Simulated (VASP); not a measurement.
# InPd (Fm-3m) in VASP: notebook, part 2 of 2

VASP 6.6.1. The steps go on from the part before.

## Step 3: Single point, PBEsol

This run uses another cell than the first one, of 19.53 Å³/atom.

INCAR reads:

```
ALGO = Normal
EDIFF = 1E-6
ENCUT = 500
GGA = PS
GGA_COMPAT = False
ISIF = 2
ISMEAR = 1
LASPH = True
LCHARG = False
LREAL = False
LWAVE = False
NBANDS = 18
NELM = 120
PREC = Accurate
SIGMA = 0.1
```

KPOINTS reads:

```
k-points
0
Gamma
  7 7 7
```

POSCAR reads:

```
InPd
1.0
    0.0000000000      2.6930462587      2.6930462587
    2.6930462587      0.0000000000      2.6930462587
    2.6930462587      2.6930462587      0.0000000000
In Pd
1 1
Direct
    0.0000000000      0.0000000000      0.0000000000
    0.5000000000      0.5000000000      0.5000000000
```

Potentials or basis: VASP PAW PBE potentials, release 64 (In_d, Pd).

Started as:

```console
cat potpaw_PBE.64/In_d/POTCAR potpaw_PBE.64/Pd/POTCAR > POTCAR
mpirun -np 1 vasp_std > vasp.out
```

OUTCAR:

```text
EDIFF = 1E-6
   ENCUT = 500
   GGA = PS
   ISIF = 2
   ISMEAR = 1
   LASPH = True
   LREAL = False
   NELM = 120
   PREC = Accurate

 ion  position               nearest neighbor table
   1  0.000  0.000  0.000-   2 2.69   2 2.69   2 2.69   2 2.69   2 2.69   2 2.69
   2  0.500  0.500  0.500-   1 2.69   1 2.69   1 2.69   1 2.69   1 2.69   1 2.69

  LATTYP: Found a face centered cubic cell.
 ALAT       =     5.3860925174

  Lattice vectors:

 A1 = (   0.0000000000,   2.6930462587,   2.6930462587)
 A2 = (   2.6930462587,   0.0000000000,   2.6930462587)
 A3 = (   2.6930462587,   2.6930462587,   0.0000000000)

Analysis of symmetry for initial positions (statically):
=====================================================================
 Subroutine PRICEL returns:
 Original cell was already a primitive cell.

 Routine SETGRP: Setting up the symmetry group for a
 face centered cubic supercell.

 Subroutine GETGRP returns: Found 48 space group operations
 (whereof 48 operations were pure point group operations)
 out of a pool of 48 trial point group operations.

The static configuration has the point symmetry O_h .

Analysis of symmetry for dynamics (positions and initial velocities):
=====================================================================
 Subroutine PRICEL returns:
 Original cell was already a primitive cell.

 Routine SETGRP: Setting up the symmetry group for a
 face centered cubic supercell.

 Subroutine GETGRP returns: Found 48 space group operations
 (whereof 48 operations were pure point group operations)
 out of a pool of 48 trial point group operations.

The dynamic configuration has the point symmetry O_h .

 Subroutine INISYM returns: Found 48 space group operations
 (whereof 48 operations are pure point group operations),
 and found     1 'primitive' translations

----------------------------------------------------------------------------------------

                                     Primitive cell

  volume of cell :      39.0626

  direct lattice vectors                    reciprocal lattice vectors
     0.000000000  2.693046259  2.693046259    -0.185663354  0.185663354  0.185663354
     2.693046259  0.000000000  2.693046259     0.185663354 -0.185663354  0.185663354
     2.693046259  2.693046259  0.000000000     0.185663354  0.185663354 -0.185663354

  length of vectors
     3.808542543  3.808542543  3.808542543     0.321578362  0.321578362  0.321578362

  position of ions in fractional coordinates (direct lattice)
     0.000000000  0.000000000  0.000000000
     0.500000000  0.500000000  0.500000000

  ion indices of the primitive-cell ions
   primitive index   ion index
                 1           1
                 2           2

----------------------------------------------------------------------------------------

 KPOINTS: k-points

Automatic generation of k-mesh.
 Grid dimensions read from file:
 generate k-points for:    7    7    7

 Generating k-lattice:

  Cartesian coordinates                     Fractional coordinates (reciprocal lattice)
    -0.026523336  0.026523336  0.026523336     0.142857143  0.000000000  0.000000000
     0.026523336 -0.026523336  0.026523336     0.000000000  0.142857143  0.000000000
     0.026523336  0.026523336 -0.026523336     0.000000000  0.000000000  0.142857143

  Length of vectors
     0.045939766  0.045939766  0.045939766

  Shift w.r.t. Gamma in fractional coordinates (k-lattice)
     0.000000000  0.000000000  0.000000000

 Subroutine IBZKPT returns following result:
 ===========================================

 Found     20 irreducible k-points:

 Following reciprocal coordinates:
            Coordinates               Weight
  0.000000  0.000000  0.000000      1.000000
  0.142857  0.000000  0.000000      8.000000
  0.285714  0.000000  0.000000      8.000000
  0.428571  0.000000  0.000000      8.000000
  0.142857  0.142857  0.000000      6.000000
  0.285714  0.142857  0.000000     24.000000
[... 12 lines left out ...]
 -0.428571  0.428571  0.142857     24.000000
 -0.285714  0.428571  0.142857     24.000000
   k-points           NKPTS =     20   k-points in BZ     NKDIM =     20   number of bands    NBANDS=     18
   number of dos      NEDOS =    301   number of ions     NIONS =      2
   total plane-waves  NPLWV =  21952
   dimension x,y,z NGX =    28 NGY =   28 NGZ =   28
   dimension x,y,z NGXF=    56 NGYF=   56 NGZF=   56
   ions per type =               1   1
   NGX,Y,Z   is equivalent  to a cutoff of  12.22, 12.22, 12.22 a.u.
   NGXF,Y,Z  is equivalent  to a cutoff of  24.44, 24.44, 24.44 a.u.
 SYSTEM =  unknown system
   PREC   = accura    normal or accurate (medium, high low for compatibility)
   ISTART =      0    job   : 0-new  1-cont  2-samecut
   ICHARG =      2    charge: 1-file 2-atom 10-const
   ISPIN  =      1    spin polarized calculation?
   LNONCOLLINEAR =      F non collinear calculations
   LSORBIT =      F    spin-orbit coupling
   LASPH  =      T    aspherical Exc in radial PAW
   ENCUT  =  500.0 eV  36.75 Ry    6.06 a.u.   6.94  6.94  6.94*2*pi/ulx,y,z
   NELM   =    120;   NELMIN=  2; NELMDL= -5     # of ELM steps
   EDIFF  = 0.1E-05   stopping-criterion for ELM
   LREAL  =      F    real-space projection
   EDIFFG = 0.1E-04   stopping-criterion for IOM
   NSW    =      0    number of steps for IOM
   IBRION =     -1    ionic relax: 0-MD 1-quasi-New 2-CG
   NFREE  =      0    steps in history (QN), initial steepest desc. (CG)
   ISIF   =      2    stress and relaxation
   ISYM   =      2    0-nonsym 1-usesym 2-fastsym
   POTIM  = 0.5000    time-step for ionic-motion
   TEBEG  =    0.0;   TEEND  =   0.0 temperature during run
   PSTRESS=    0.0 pullay stress
   NELECT =      23.0000    total number of electrons
   NUPDOWN=      -1.0000    fix difference up-down
   EMIN   =  10.00;   EMAX   =-10.00  energy-range for DOS
   EFERMI =   0.00;   METHOD = LEGACY
   ISMEAR =     1;   SIGMA  =   0.10  broadening in eV -4-tet -1-fermi 0-gaus
   EFERMI_NEDOS =   21; number of points for ismear=-14 and -15
   IALGO  =     38    algorithm
   IMIX   =      4    mixing-type and parameters
     AMIX     =   0.40;   BMIX     =  1.00
     AMIX_MAG =   1.60;   BMIX_MAG =  1.00
  volume/ion in A,a.u.               =      19.53       131.80
  Fermi-wavevector in a.u.,A,eV,Ry     =   1.372135  2.592960 25.616444  1.882756
  Thomas-Fermi vector in A             =   2.497770
   LORBIT       =      0    0 simple, 1 ext, 2 COOP (PROOUT), +10 PAW based schemes
   GGA     = PS    functional components
   LHFCALC =     F    Hartree Fock is set to
   AEXX    =    0.0000 exact exchange contribution
   IVDW    =     0    specifies the selected vdW correction
   LEPSILON=     F    determine dielectric tensor
   LRPA    =     F    only Hartree local field effects (RPA)
 non-spin polarized calculation
 Methfessel and Paxton  Order N= 1 SIGMA  =   0.10
  energy-cutoff  :      500.00
  volume of cell :       39.06
 maximum number of plane-waves:       999
   NGX = 13   NGY = 13   NGZ = 13

 number of electron      23.0000011 magnetization

 Free energy of the ion-electron system (eV)
  ---------------------------------------------------
  ext. energy  EPLUGINS =         0.00000000
  ---------------------------------------------------
  free energy    TOTEN  =        -9.45353072 eV

  energy without entropy =       -9.45292983  energy(sigma->0) =       -9.45333042

 E-fermi :   8.8857     XC(G=0): -11.7009

 val. band max:        8.7889641527   @ k =  -0.4286   0.4286   0.0000
 cond. band min:       8.8895906364   @ k =  -0.4286   0.4286   0.0000
 fundamental gap:      0.1006264837
 Fermi energy:         8.8856928243

 k-point     1 :       0.0000    0.0000    0.0000
  band No.  band energies     occupation
      1      -5.8401      2.00000
      2      -5.8401      2.00000
      3      -5.7181      2.00000
      4      -5.7181      2.00000
      5      -5.7181      2.00000
      6      -0.4778      2.00000
[... 10 lines left out ...]
     17      21.1450      0.00000
     18      21.1450      0.00000
[... 379 lines left out ...]
 k-point    20 :      -0.2857    0.4286    0.1429
  band No.  band energies     occupation
      1      -5.8328      2.00000
      2      -5.7309      2.00000
      3      -5.6893      2.00000
      4      -5.6393      2.00000
      5      -5.5508      2.00000
      6       2.8626      2.00000
[... 10 lines left out ...]
     17      20.8246      0.00000
     18      20.8443      0.00000

------------------------ aborting loop because EDIFF is reached ----------------------------------------

  FORCE on cell =-STRESS in cart. coord.  units (eV):
  Direction    XX          YY          ZZ          XY          YZ          ZX
  --------------------------------------------------------------------------------------
  -------------------------------------------------------------------------------------
  Total        0.0386496      0.0386496      0.0386496      0.0000000      0.0000000     -0.0000000
  in kB        1.5852359      1.5852359      1.5852359      0.0000000      0.0000000     -0.0000000
  external PRESSURE =       1.5852359 kB  Pullay stress =       0.0000000 kB

 VOLUME and BASIS-vectors are now :
 -----------------------------------------------------------------------------
  energy-cutoff  :      500.00
  volume of cell :       39.06
      direct lattice vectors                 reciprocal lattice vectors
     0.000000000  2.693046259  2.693046259    -0.185663354  0.185663354  0.185663354
     2.693046259  0.000000000  2.693046259     0.185663354 -0.185663354  0.185663354
     2.693046259  2.693046259  0.000000000     0.185663354  0.185663354 -0.185663354

 POSITION                                       TOTAL-FORCE (eV/Angst)
 -----------------------------------------------------------------------------------
      0.00000      0.00000      0.00000        -0.000000      0.000000     -0.000000
      2.69305      2.69305      2.69305         0.000000     -0.000000      0.000000
 -----------------------------------------------------------------------------------
    total drift:                                0.000000      0.000000      0.000000

  FREE ENERGIE OF THE ION-ELECTRON SYSTEM (eV)
  ---------------------------------------------------
  free  energy   TOTEN  =        -9.4535307220 eV

  energy  without entropy=       -9.4529298283  energy(sigma->0) =       -9.45333042
```

OSZICAR:

```text
N       E                     dE             d eps       ncg     rms          rms(c)
DAV:   1     0.167111148209E+03    0.16711E+03   -0.10886E+04   720   0.158E+03
DAV:   2    -0.226597017123E+00   -0.16734E+03   -0.16042E+03   736   0.355E+02
DAV:   3    -0.945889906014E+01   -0.92323E+01   -0.91735E+01   836   0.887E+01
DAV:   4    -0.966337196445E+01   -0.20447E+00   -0.20434E+00   870   0.121E+01
DAV:   5    -0.967392711102E+01   -0.10555E-01   -0.10554E-01   978   0.266E+00    0.575E+00
DAV:   6    -0.949531526714E+01    0.17861E+00   -0.55308E-01   854   0.868E+00    0.243E+00
DAV:   7    -0.946441905241E+01    0.30896E-01   -0.86621E-02  1024   0.420E+00    0.142E+00
DAV:   8    -0.945457244853E+01    0.98466E-02   -0.22769E-02   952   0.147E+00    0.396E-01
DAV:   9    -0.945354619129E+01    0.10263E-02   -0.15519E-03   946   0.592E-01    0.773E-02
DAV:  10    -0.945353064510E+01    0.15546E-04   -0.39801E-05   992   0.846E-02    0.334E-02
DAV:  11    -0.945353072197E+01   -0.76869E-07   -0.33145E-06   782   0.153E-02
   1 F= -.94535307E+01 E0= -.94533304E+01  d E =-.600894E-03
```

stdout:

```text
POSCAR found type information on POSCAR InPd
 POSCAR found :  2 types and       2 ions
 scaLAPACK will be used
 -----------------------------------------------------------------------------
|                                                                             |
|                                                                             |
|     You enforced a specific xc type in the INCAR file but a different       |
|     I HOPE YOU KNOW WHAT YOU ARE DOING!                                     |
|                                                                             |
 -----------------------------------------------------------------------------

 LDA part: xc-table for (Slater+PW92), standard interpolation
 POSCAR, INCAR and KPOINTS ok, starting setup
 FFT: planning ... GRIDC
 FFT: planning ... GRID_SOFT
 FFT: planning ... GRID
 WAVECAR not read
 entering main loop
```

It took 16 s on 1 thread of AMD EPYC 7R43 (Zen 3), shared host; peak memory 0.12 GiB.

Results:

```yaml
Free_energy: -9.4535 eV
Pressure: 0.2 GPa
Band_gap_on_the_k_mesh: zero (an odd number of electrons rules out a gap without spin polarisation)
```

Caveat: the PAW data sets were made with another functional, which shifts forces and pressure a little; spin-orbit coupling is left out, which moves the levels of the heavy elements.

## Step 4: Relaxation of cell and atoms, PBEsol

This run uses another cell than the first one, of 18.82 Å³/atom.

INCAR reads:

```
  PREC = Accurate
  ENCUT = 500
  EDIFF = 1E-7
  ISMEAR = 1
  SIGMA = 0.1
  LREAL = F
  LASPH = T
  NELM = 120
  ALGO = Normal
  ISIF = 3
  LWAVE = F
  LCHARG = F
  GGA = PS
  IBRION = 2
  NSW = 80
  EDIFFG = -0.02
  GGA_COMPAT = F
  NELMIN = 4
```

KPOINTS reads:

```
regular mesh
0
Gamma
  7 7 7
```

POSCAR reads:

```
InPd
1.0
    0.0000000000      2.6600000000      2.6600000000
    2.6600000000      0.0000000000      2.6600000000
    2.6600000000      2.6600000000      0.0000000000
In Pd
1 1
Direct
    0.0000000000      0.0000000000      0.0000000000
    0.5000000000      0.5000000000      0.5000000000
```

Started as:

```console
cat potpaw_PBE.64/In_d/POTCAR potpaw_PBE.64/Pd/POTCAR > POTCAR
mpirun -np 1 vasp_std > vasp.out
```

Wall time 42 s (1 thread of AMD EPYC 7R43 (Zen 3), shared host); peak memory 0.13 GiB.

Results (log left out):

| Item | Value |
| --- | --- |
| Free energy | -9.4530 eV |
| Relaxed volume | 19.56 Å³/atom |
| Relaxed cell | a = 3.811 Å, b = 3.811 Å, c = 3.811 Å, α = 60.00°, β = 60.00°, γ = 60.00° |
| Space group after relaxing (to 0.1 Å) | Fm-3m (No. 225) |
| Energy gained by relaxing | 9.7 meV/atom |
| Ionic steps | 3 |
| Pressure after relaxing | 0.0 GPa |
| Band gap on the k mesh | zero (an odd number of electrons rules out a gap without spin polarisation) |

Step by step:
| step | energy change (eV) | largest force (eV/Å) | pressure (GPa) | volume (Å³) |
| --- | --- | --- | --- | --- |
| 1 | 0.0000 | 0.0000 | 4.42 | 37.64 |
| 2 | -0.0045 | 0.0000 | -3.23 | 40.54 |
| 3 | -0.0194 | 0.0000 | -0.01 | 39.13 |

Final structure:
```yaml
crystal:
  lattice:
    - [0.00000, 2.69456, 2.69456]
    - [2.69456, 0.00000, 2.69456]
    - [2.69456, 2.69456, 0.00000]
  atoms:
    - { symbol: In, position: [0.00000, 0.00000, 0.00000] }
    - { symbol: Pd, position: [0.50000, 0.50000, 0.50000] }
```

Levels at points of the mesh, in eV from the Fermi level:
| k point | band 7 | band 8 | band 9 | band 10 | band 11 | band 12 | band 13 | band 14 | band 15 |
| --- | --- | --- | --- | --- | --- | --- | --- | --- | --- |
| (0.00, 0.00, 0.00) | -3.13 | -3.13 | -3.13 | -2.84 | -2.84 | 5.46 | 5.46 | 5.46 | 8.58 |

Caveat: the PAW data sets were made with another functional, which shifts forces and pressure a little; spin-orbit coupling is left out, which moves the levels of the heavy elements.

## Step 5: The runs side by side

| task | cell | gap on the mesh (eV) | pressure (GPa) |
| --- | --- | --- | --- |
| single point | a = 3.754 Å, angles 60.0°, 2 atoms | none | 5.3 |
| single point | a = 3.809 Å, angles 60.0°, 2 atoms | none | 0.2 |
| relaxation of cell and atoms | relaxed from a = 3.762 Å, angles 60.0°, 2 atoms | none | 0.0 |

Alike in all rows: level PBEsol; potentials or basis VASP PAW PBE potentials, release 64 (In_d, Pd); no spin polarisation; k mesh 7 × 7 × 7; cutoff (eV) 500; smearing methfessel-paxton 0.1 eV.

Caveats: the PAW data sets were made with another functional, which shifts forces and pressure a little; spin-orbit coupling is left out, which moves the levels of the heavy elements; the cell stands under pressure (at least some runs).

Total energies depend on the potentials used, so only differences within one code and one set of settings carry meaning.
